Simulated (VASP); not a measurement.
Wanted: the native input for a VASP 6.6.1 run.

- Task: single point
- Functional: RPBE
- Potentials or basis: VASP PAW PBE potentials, release 64 (W_sv, C)
- Cutoff: 520 eV
- k mesh: 10 × 10 × 6
- Occupations: fermi-dirac, width 0.05 eV
- Spin: no spin polarisation
- Dipole correction: no
- Further INCAR settings: ALGO = Normal; EDIFF = 1e-07; NBANDS = 16

The structure of WC lies in POSCAR:

```
WC
1.0
    1.4716679075     -2.7092215704      0.0000000000
    1.4716679075      2.7092215704      0.0000000000
    0.0000000000      0.0000000000      3.0265982215
W C
1 1
Direct
    0.5000000000      0.5000000000      0.5000000000
    0.0000000000      0.0000000000      0.0000000000
```

One way to write it, as run:

INCAR

```
PREC     = Accurate       # precision mode
ENCUT    = 520            # plane-wave cutoff, eV
EDIFF    = 1E-7           # SCF threshold, eV
ISMEAR   = -1             # smearing method
SIGMA    = 0.05           # smearing width, eV
LREAL    = F              # projectors in reciprocal space
LASPH    = T              # aspherical terms in the spheres
NELM     = 80             # most SCF steps
ALGO     = Normal         # electronic algorithm
ISIF     = 2              # what is computed and relaxed
LWAVE    = F              # write WAVECAR
LCHARG   = F              # write CHGCAR
GGA      = RP             # functional
NBANDS   = 16             # bands
```

KPOINTS

```
Automatic mesh
0
Gamma
  10 10 6
```

Potentials or basis: VASP PAW PBE potentials, release 64 (W_sv, C).

The run is started by

```sh
$ cat potpaw_PBE.64/W_sv/POTCAR potpaw_PBE.64/C/POTCAR > POTCAR
$ mpirun -np 1 vasp_std > vasp.out
```

It gave:

```yaml
Pressure: 0.5 GPa
Band_gap_on_the_k_mesh: zero (band 9 reaches 11.84 eV, above the bottom of band 10 at 8.75 eV)
```

Caveat: the PAW data sets were made with another functional, which shifts forces and pressure a little; spin-orbit coupling is left out, which moves the levels of the heavy elements.

Run time: 22 s on 1 thread of AMD EPYC 9R45 96-Core Processor (Zen 5), with other jobs on the host, peak memory 0.14 GiB.
